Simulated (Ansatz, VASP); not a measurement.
# One calculation of BiTe, two programs

Contents of INCAR:

```
  PREC = Accurate
  ENCUT = 520
  EDIFF = 1E-6
  ISMEAR = 0
  SIGMA = 0.1
  LREAL = F
  LASPH = T
  NELM = 60
  ALGO = Normal
  ISIF = 2
  LWAVE = F
  LCHARG = F
  GGA = PE
  NBANDS = 18
```

Contents of KPOINTS:

```
Automatic mesh
0
Gamma
  6 6 6
```

POSCAR

```
BiTe
1.0
    2.4227077728      1.3987509848      3.3172919545
   -2.4227077728      1.3987509848      3.3172919545
    0.0000000000     -2.7975019696      3.3172919545
Bi Te
1 1
Direct
    0.5000000000      0.5000000000      0.5000000000
    0.0000000000      0.0000000000      0.0000000000
```

Input for Ansatz:

```yaml
crystal:
  lattice:
    - [2.4227077728, 1.3987509848, 3.3172919545]
    - [-2.4227077728, 1.3987509848, 3.3172919545]
    - [0.0, -2.7975019696, 3.3172919545]
  atoms:
    - { symbol: Bi, position: [0.5, 0.5, 0.5] }
    - { symbol: Te, position: [0.0, 0.0, 0.0] }
basis:
  ecutwfc: 420
kpoints:
  mp_grid: { grid: [6, 6, 6] }
hamiltonian:
  xc: pbe
scf:
  occupations: { method: gaussian, width: 0.1 }
output:
  forces: true
  stress: true
  eigenvalues: true
```

Alike in both runs: task single point; functional PBE; k mesh 6 × 6 × 6; occupations gaussian, width 0.1 eV; no spin polarisation.

```csv
,VASP,Ansatz
version,VASP 6.6.1,Ansatz 0.2.0
potentials or method,"VASP PAW PBE potentials, release 64 (Bi_d, Te), cutoff 520 eV","scalar-relativistic, plane waves, PAW"
valence electrons in the cell,21,31
```

|  | VASP | Ansatz | Ansatz less VASP |
| --- | --- | --- | --- |
| gap on the k mesh at the Fermi level (eV) | none | none | - |
| pressure (GPa) | -0.1 | -0.1 | +0.07 |
| traceless stress, the component that is largest in VASP (GPa) | -0.16 | -0.16 | -0.002 |

A gap of «none» marks a metal or a gap that the smearing closes. VASP's potentials hold 21 valence electrons a cell and Ansatz's 31, so a difference there can come from the potentials and not from the codes.

Neither program's run includes spin-orbit coupling.
